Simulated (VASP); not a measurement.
# Ti (Im-3m) in VASP: a series of runs

Aim: see how the results for Ti move with the level of theory and the settings. Levels: PBE, PBEsol, RPBE. Tasks: relaxation of cell and atoms.

Everything below comes from runs of VASP 6.6.1. Logs are shortened: lines on timing, memory, paths and dates and some standing lists are left out, and cuts for length are marked.

## 1. The cell of the first run

It takes space group Im-3m (No. 229, cubic). Conventional cell: a = 3.282 Å, b = 3.282 Å, c = 3.282 Å, α = 90.00°, β = 90.00°, γ = 90.00°. Within 3.7 Å of Ti (site symmetry m-3m) lie 14 Ti at 2.84 to 3.28 Å.

## 2. Relaxation of cell and atoms, PBE

The input, INCAR:

```
SYSTEM = Ti
PREC     = Accurate       ! precision mode
ENCUT    = 600            ! plane-wave cutoff, eV
EDIFF    = 1E-7           ! SCF threshold, eV
ISMEAR   = -1             ! smearing method
SIGMA    = 0.05           ! smearing width, eV
LREAL    = .FALSE.        ! projectors in reciprocal space
LASPH    = .TRUE.         ! aspherical terms in the spheres
NELM     = 60             ! most SCF steps
ALGO     = Normal         ! electronic algorithm
ISIF     = 3              ! what is computed and relaxed
LWAVE    = .FALSE.        ! write WAVECAR
LCHARG   = .FALSE.        ! write CHGCAR
GGA      = PE             ! functional
IBRION   = 2              ! ionic algorithm
NSW      = 60             ! ionic steps
EDIFFG   = -0.01          ! ionic threshold
```

The input, KPOINTS:

```
Automatic mesh
0
G
  11 11 11
  0 0 0
```

The input, POSCAR:

```
Ti
1.0
   -1.6410000000      1.6410000000      1.6410000000
    1.6410000000     -1.6410000000      1.6410000000
    1.6410000000      1.6410000000     -1.6410000000
Ti
1
Direct
    0.0000000000      0.0000000000      0.0000000000
```

Potentials or basis: VASP PAW PBE potentials, release 64 (Ti_sv).

Run with:

```console
$ cat potpaw_PBE.64/Ti_sv/POTCAR > POTCAR
$ mpirun -np 1 vasp_std > vasp.out
```

OUTCAR:

```text
SYSTEM = Ti
   PREC = Accurate
   ENCUT = 600
   EDIFF = 1E-7
   ISMEAR = -1
   LREAL = .FALSE.
   LASPH = .TRUE.
   NELM = 60
   ISIF = 3
   GGA = PE
   IBRION = 2
   NSW = 60
   EDIFFG = -0.01

 ion  position               nearest neighbor table
   1  0.000  0.000  0.000-

  LATTYP: Found a body centered cubic cell.
 ALAT       =     3.2820000000

  Lattice vectors:

 A1 = (  -1.6410000000,   1.6410000000,   1.6410000000)
 A2 = (   1.6410000000,  -1.6410000000,   1.6410000000)
 A3 = (   1.6410000000,   1.6410000000,  -1.6410000000)

Analysis of symmetry for initial positions (statically):
=====================================================================
 Subroutine PRICEL returns:
 Original cell was already a primitive cell.

 Routine SETGRP: Setting up the symmetry group for a
 body centered cubic supercell.

 Subroutine GETGRP returns: Found 48 space group operations
[... 9 lines left out ...]

 Routine SETGRP: Setting up the symmetry group for a
 body centered cubic supercell.

 Subroutine GETGRP returns: Found 48 space group operations
[... 11 lines left out ...]
                                     Primitive cell

  volume of cell :      17.6761

  direct lattice vectors                    reciprocal lattice vectors
    -1.641000000  1.641000000  1.641000000     0.000000000  0.304692261  0.304692261
     1.641000000 -1.641000000  1.641000000     0.304692261  0.000000000  0.304692261
     1.641000000  1.641000000 -1.641000000     0.304692261  0.304692261  0.000000000

  length of vectors
     2.842295375  2.842295375  2.842295375     0.430899928  0.430899928  0.430899928

  position of ions in fractional coordinates (direct lattice)
     0.000000000  0.000000000  0.000000000

  ion indices of the primitive-cell ions
   primitive index   ion index
                 1           1

----------------------------------------------------------------------------------------

 KPOINTS: Automatic mesh

Automatic generation of k-mesh.
 Grid dimensions read from file:
 generate k-points for:   11   11   11

 Generating k-lattice:

  Cartesian coordinates                     Fractional coordinates (reciprocal lattice)
     0.000000000  0.027699296  0.027699296     0.090909091  0.000000000  0.000000000
     0.027699296  0.000000000  0.027699296     0.000000000  0.090909091  0.000000000
     0.027699296  0.027699296  0.000000000     0.000000000  0.000000000  0.090909091

  Length of vectors
     0.039172721  0.039172721  0.039172721

  Shift w.r.t. Gamma in fractional coordinates (k-lattice)
     0.000000000  0.000000000  0.000000000

 Subroutine IBZKPT returns following result:
 ===========================================

 Found     56 irreducible k-points:

 Following reciprocal coordinates:
            Coordinates               Weight
  0.000000  0.000000  0.000000      1.000000
  0.090909  0.000000  0.000000     12.000000
  0.181818  0.000000  0.000000     12.000000
  0.272727  0.000000  0.000000     12.000000
  0.363636  0.000000  0.000000     12.000000
  0.454545  0.000000  0.000000     12.000000
[... 16 lines left out ...]
  0.272727  0.181818  0.090909     48.000000
  0.363636  0.181818  0.090909     24.000000
 [... further k-points ...]
   k-points           NKPTS =     56   k-points in BZ     NKDIM =     56   number of bands    NBANDS=     10
   number of dos      NEDOS =    301   number of ions     NIONS =      1
   total plane-waves  NPLWV =  13824
   dimension x,y,z NGX =    24 NGY =   24 NGZ =   24
   dimension x,y,z NGXF=    48 NGYF=   48 NGZF=   48
   ions per type =               1
   NGX,Y,Z   is equivalent  to a cutoff of  14.04, 14.04, 14.04 a.u.
   NGXF,Y,Z  is equivalent  to a cutoff of  28.08, 28.08, 28.08 a.u.
 SYSTEM =  Ti
   PREC   = accura    normal or accurate (medium, high low for compatibility)
   ISTART =      0    job   : 0-new  1-cont  2-samecut
   ICHARG =      2    charge: 1-file 2-atom 10-const
   ISPIN  =      1    spin polarized calculation?
   LNONCOLLINEAR =      F non collinear calculations
   LSORBIT =      F    spin-orbit coupling
   LASPH  =      T    aspherical Exc in radial PAW
   ENCUT  =  600.0 eV  44.10 Ry    6.64 a.u.   5.68  5.68  5.68*2*pi/ulx,y,z
   NELM   =     60;   NELMIN=  2; NELMDL= -5     # of ELM steps
   EDIFF  = 0.1E-06   stopping-criterion for ELM
   LREAL  =      F    real-space projection
   EDIFFG = -.1E-01   stopping-criterion for IOM
   NSW    =     60    number of steps for IOM
   IBRION =      2    ionic relax: 0-MD 1-quasi-New 2-CG
   NFREE  =      1    steps in history (QN), initial steepest desc. (CG)
   ISIF   =      3    stress and relaxation
   ISYM   =      2    0-nonsym 1-usesym 2-fastsym
   POTIM  = 0.5000    time-step for ionic-motion
   TEBEG  =    0.0;   TEEND  =   0.0 temperature during run
   PSTRESS=    0.0 pullay stress
   NELECT =      12.0000    total number of electrons
   NUPDOWN=      -1.0000    fix difference up-down
   EMIN   =  10.00;   EMAX   =-10.00  energy-range for DOS
   EFERMI =   0.00;   METHOD = LEGACY
   ISMEAR =    -1;   SIGMA  =   0.05  broadening in eV -4-tet -1-fermi 0-gaus
   EFERMI_NEDOS =   21; number of points for ismear=-14 and -15
   IALGO  =     38    algorithm
   IMIX   =      4    mixing-type and parameters
     AMIX     =   0.40;   BMIX     =  1.00
     AMIX_MAG =   1.60;   BMIX_MAG =  1.00
  volume/ion in A,a.u.               =      17.68       119.28
  Fermi-wavevector in a.u.,A,eV,Ry     =   1.438821  2.718977 28.166848  2.070205
  Thomas-Fermi vector in A             =   2.557745
   LORBIT       =      0    0 simple, 1 ext, 2 COOP (PROOUT), +10 PAW based schemes
   GGA     = PE    functional components
   LHFCALC =     F    Hartree Fock is set to
   AEXX    =    0.0000 exact exchange contribution
   IVDW    =     0    specifies the selected vdW correction
   LEPSILON=     F    determine dielectric tensor
   LRPA    =     F    only Hartree local field effects (RPA)
 conjugate gradient relaxation of ions
 non-spin polarized calculation
  energy-cutoff  :      600.00
  volume of cell :       17.68
 maximum number of plane-waves:       603
   NGX = 11   NGY = 11   NGZ = 11

--------------------------------------- Ionic step        1  -------------------------------------------

 number of electron      12.0000001 magnetization

 Free energy of the ion-electron system (eV)
  ---------------------------------------------------
  ext. energy  EPLUGINS =         0.00000000
  ---------------------------------------------------
  free energy    TOTEN  =        -7.72931885 eV

  energy without entropy =       -7.70663974  energy(sigma->0) =       -7.71797929

------------------------ aborting loop because EDIFF is reached ----------------------------------------

  FORCE on cell =-STRESS in cart. coord.  units (eV):
  Direction    XX          YY          ZZ          XY          YZ          ZX
  --------------------------------------------------------------------------------------
  -------------------------------------------------------------------------------------
  Total       -0.3019177     -0.3019177     -0.3019177      0.0000000      0.0000000      0.0000000
  in kB      -27.3661350    -27.3661350    -27.3661350      0.0000000      0.0000000      0.0000000
  external PRESSURE =     -27.3661350 kB  Pullay stress =       0.0000000 kB

 VOLUME and BASIS-vectors are now :
 -----------------------------------------------------------------------------
  energy-cutoff  :      600.00
  volume of cell :       17.68
      direct lattice vectors                 reciprocal lattice vectors
    -1.641000000  1.641000000  1.641000000     0.000000000  0.304692261  0.304692261
     1.641000000 -1.641000000  1.641000000     0.304692261  0.000000000  0.304692261
     1.641000000  1.641000000 -1.641000000     0.304692261  0.304692261  0.000000000
[... 36 lines left out ...]
 POSITION                                       TOTAL-FORCE (eV/Angst)
 -----------------------------------------------------------------------------------
      1.61710      1.61710      1.61710         0.000000     -0.000000      0.000000
 -----------------------------------------------------------------------------------
    total drift:                               -0.000000     -0.000000      0.000000

  FREE ENERGIE OF THE ION-ELECTRON SYSTEM (eV)
  ---------------------------------------------------
  free  energy   TOTEN  =        -7.7319141284 eV

  energy  without entropy=       -7.7112888865  energy(sigma->0) =       -7.72160151

--------------------------------------- Ionic step        3  -------------------------------------------

 number of electron      11.9999996 magnetization

 Free energy of the ion-electron system (eV)
  ---------------------------------------------------
  ext. energy  EPLUGINS =         0.00000000
  ---------------------------------------------------
  free energy    TOTEN  =        -7.73347825 eV

  energy without entropy =       -7.71203496  energy(sigma->0) =       -7.72275661

 E-fermi :   8.1837     XC(G=0): -11.5387

 val. band max:        8.1760044725   @ k =  -0.4545  -0.4545   0.0909
 cond. band min:       8.2046116353   @ k =  -0.4545  -0.4545   0.0909
 fundamental gap:      0.0286071629
 Fermi energy:         8.1836585203

 k-point     1 :       0.0000    0.0000    0.0000
  band No.  band energies     occupation
      1     -48.3150      2.00000
      2     -24.1610      2.00000
      3     -24.1610      2.00000
      4     -24.1610      2.00000
      5       2.2146      2.00000
      6       9.1911      0.00000
      7       9.1911      0.00000
      8       9.1911      0.00000
      9      10.9699      0.00000
     10      10.9699      0.00000

 k-point     2 :       0.0909    0.0000    0.0000
  band No.  band energies     occupation
      1     -48.3043      2.00000
      2     -24.2183      2.00000
      3     -24.1786      2.00000
      4     -24.1614      2.00000
      5       2.4982      2.00000
      6       9.0625      0.00000
      7       9.1490      0.00000
      8       9.3979      0.00000
      9      10.8291      0.00000
     10      10.9783      0.00000
[... 274 lines left out ...]
 k-point    24 :       0.3636    0.1818    0.0909
  band No.  band energies     occupation
      1     -48.1712      2.00000
      2     -24.7289      2.00000
      3     -24.4694      2.00000
      4     -24.2713      2.00000
      5       6.7185      2.00000
      6       7.5848      1.99999
      7       8.2414      0.47932
      8      11.1577      0.00000
      9      11.3542      0.00000
     10      14.5931      0.00000

 [... further k-points ...]
[... 5 lines left out ...]
  --------------------------------------------------------------------------------------
  -------------------------------------------------------------------------------------
  Total       -0.0015579     -0.0015579     -0.0015579     -0.0000000      0.0000000     -0.0000000
  in kB       -0.1451262     -0.1451262     -0.1451262     -0.0000000      0.0000000     -0.0000000
  external PRESSURE =      -0.1451262 kB  Pullay stress =       0.0000000 kB

 VOLUME and BASIS-vectors are now :
 -----------------------------------------------------------------------------
  energy-cutoff  :      600.00
  volume of cell :       17.20
      direct lattice vectors                 reciprocal lattice vectors
    -1.626097369  1.626097369  1.626097369     0.000000000  0.307484662  0.307484662
     1.626097369 -1.626097369  1.626097369     0.307484662  0.000000000  0.307484662
     1.626097369  1.626097369 -1.626097369     0.307484662  0.307484662  0.000000000

 POSITION                                       TOTAL-FORCE (eV/Angst)
 -----------------------------------------------------------------------------------
      0.00000      0.00000      0.00000         0.000000      0.000000     -0.000000
 -----------------------------------------------------------------------------------
    total drift:                               -0.000000      0.000000      0.000000

  FREE ENERGIE OF THE ION-ELECTRON SYSTEM (eV)
  ---------------------------------------------------
  free  energy   TOTEN  =        -7.7334782518 eV

  energy  without entropy=       -7.7120349642  energy(sigma->0) =       -7.72275661

 reached required accuracy - stopping structural energy minimisation
```

Wall time 12 s (1 thread of Intel Xeon 6975P-C (Granite Rapids), shared host); peak memory 0.14 GiB.

Results:

- Free energy: -7.7335 eV
- Relaxed volume: 17.20 Å³/atom
- Relaxed cell: a = 2.816 Å, b = 2.816 Å, c = 2.816 Å, α = 109.47°, β = 109.47°, γ = 109.47°
- Space group after relaxing (to 0.05 Å): Im-3m (No. 229)
- Energy gained by relaxing: 4.2 meV/atom
- Ionic steps: 3
- Pressure after relaxing: 0.0 GPa
- Band gap on the k mesh: zero (band 6 reaches 9.20 eV, above the bottom of band 7 at 7.59 eV)

Step by step:
| step | energy change (eV) | largest force (eV/Å) | pressure (GPa) | volume (Å³) |
| --- | --- | --- | --- | --- |
| 1 | 0.0000 | 0.0000 | -2.74 | 17.68 |
| 2 | -0.0026 | 0.0000 | 1.79 | 16.91 |
| 3 | -0.0042 | 0.0000 | -0.01 | 17.20 |

Final structure:
```
Ti
1.0
    -1.62610    1.62610    1.62610
     1.62610   -1.62610    1.62610
     1.62610    1.62610   -1.62610
Ti
1
Direct
  0.00000 0.00000 0.00000
```

## 3. Relaxation of cell and atoms, PBEsol

The input, INCAR:

```
SYSTEM = Ti
PREC = Accurate ; ENCUT = 600
EDIFF = 1E-6 ; ISMEAR = -1
SIGMA = 0.05 ; LREAL = .False.
LASPH = .True. ; NELM = 100
ALGO = Normal ; ISIF = 3
LWAVE = .False. ; LCHARG = .False.
GGA = PS ; IBRION = 2
NSW = 60 ; EDIFFG = -0.01
```

The input, KPOINTS:

```
Automatic mesh
0
Gamma
  11 11 11
  0 0 0
```

POSCAR is that of step 2.

Potentials or basis: VASP PAW PBE potentials, release 64 (Ti_sv).

Run with:

```console
$ cat potpaw_PBE.64/Ti_sv/POTCAR > POTCAR
$ mpirun -np 1 vasp_std > vasp.out
```

It took 10 s on 1 thread of Intel Xeon 6975P-C (Granite Rapids), shared host; peak memory 0.15 GiB.

The run converged. Its results:

```yaml
Free_energy: -8.2449 eV
Relaxed_volume: 16.48 Å³/atom
Relaxed_cell: a = 2.777 Å, b = 2.777 Å, c = 2.777 Å, α = 109.47°, β = 109.47°, γ = 109.47°
Space_group_after_relaxing_to_0.05_Å: Im-3m (No. 229)
Energy_gained_by_relaxing: 27.4 meV/atom
Ionic_steps: 3
Pressure_after_relaxing: 0.0 GPa
Band_gap_on_the_k_mesh: zero (band 6 reaches 9.56 eV, above the bottom of band 7 at 7.87 eV)
```

Step by step:
| step | energy change (eV) | largest force (eV/Å) | pressure (GPa) | volume (Å³) |
| --- | --- | --- | --- | --- |
| 1 | 0.0000 | 0.0000 | -6.91 | 17.68 |
| 2 | -0.0168 | 0.0000 | 5.09 | 15.80 |
| 3 | -0.0274 | 0.0000 | 0.03 | 16.48 |

Final structure:
```
Ti
1.0
    -1.60311    1.60311    1.60311
     1.60311   -1.60311    1.60311
     1.60311    1.60311   -1.60311
Ti
1
Direct
  0.00000 0.00000 0.00000
```

Levels at points of the mesh, in eV from the Fermi level:
| k point | band 2 | band 3 | band 4 | band 5 | band 6 | band 7 | band 8 | band 9 | band 10 |
| --- | --- | --- | --- | --- | --- | --- | --- | --- | --- |
| (0.00, 0.00, 0.00) | -32.06 | -32.06 | -32.06 | -6.05 | 1.05 | 1.05 | 1.05 | 2.94 | 2.94 |

Caveat: the PAW data sets were made with another functional, which shifts forces and pressure a little.

## 4. Relaxation of cell and atoms, RPBE

The input, INCAR:

```
PREC     = Accurate       # precision mode
ENCUT    = 600            # plane-wave cutoff, eV
EDIFF    = 1E-7           # SCF threshold, eV
ISMEAR   = -1             # smearing method
SIGMA    = 0.05           # smearing width, eV
LREAL    = F              # projectors in reciprocal space
LASPH    = T              # aspherical terms in the spheres
NELM     = 60             # most SCF steps
ALGO     = Normal         # electronic algorithm
ISIF     = 3              # what is computed and relaxed
LWAVE    = F              # write WAVECAR
LCHARG   = F              # write CHGCAR
GGA      = RP             # functional
IBRION   = 2              # ionic algorithm
NSW      = 60             # ionic steps
EDIFFG   = -0.01          # ionic threshold
```

The input, KPOINTS:

```
regular mesh
0
Gamma
  11 11 11
```

POSCAR is that of step 3.

Run with:

```console
$ cat potpaw_PBE.64/Ti_sv/POTCAR > POTCAR
$ mpirun -np 1 vasp_std > vasp.out
```

Wall time 9.9 s (1 thread of Intel Xeon 6975P-C (Granite Rapids), shared host); peak memory 0.14 GiB.

The run converged. Its results:

```yaml
Free_energy: -7.3306 eV
Relaxed_volume: 17.75 Å³/atom
Relaxed_cell: a = 2.846 Å, b = 2.846 Å, c = 2.846 Å, α = 109.47°, β = 109.47°, γ = 109.47°
Space_group_after_relaxing_to_0.05_Å: Im-3m (No. 229)
Energy_gained_by_relaxing: 0.1 meV/atom
Ionic_steps: 3
Pressure_after_relaxing: 0.0 GPa
Band_gap_on_the_k_mesh: zero (band 6 reaches 8.97 eV, above the bottom of band 7 at 7.41 eV)
```

Final structure:
```xyz
1
Lattice="-1.6432 1.6432 1.6432 1.6432 -1.6432 1.6432 1.6432 1.6432 -1.6432" Properties=species:S:1:pos:R:3 pbc="T T T"
Ti    0.0000    0.0000    0.0000
```

Levels at points of the mesh, in eV from the Fermi level:
| k point | band 3 | band 4 | band 5 | band 6 | band 7 | band 8 | band 9 | band 10 |
| --- | --- | --- | --- | --- | --- | --- | --- | --- |
| (0.00, 0.00, 0.00) | -32.53 | -32.53 | -5.92 | 0.99 | 0.99 | 0.99 | 2.69 | 2.69 |

Caveat: the PAW data sets were made with another functional, which shifts forces and pressure a little. RPBE and its kin give volumes clearly too large for solids.

## 5. Summary

| level | gap on the mesh (eV) | pressure (GPa) | relaxed volume (Å³/atom) |
| --- | --- | --- | --- |
| PBE | none | 0.0 | 17.20 |
| PBEsol | none | 0.0 | 16.48 |
| RPBE | none | 0.0 | 17.75 |

Alike in all rows: task relaxation of cell and atoms; potentials or basis VASP PAW PBE potentials, release 64 (Ti_sv); no spin polarisation; cell relaxed; k mesh 11 × 11 × 11; cutoff (eV) 600; smearing fermi-dirac 0.05 eV.

Caveats: the PAW data sets were made with another functional, which shifts forces and pressure a little (some runs).

Total energies depend on the potentials used, so only differences within one code and one set of settings carry meaning.
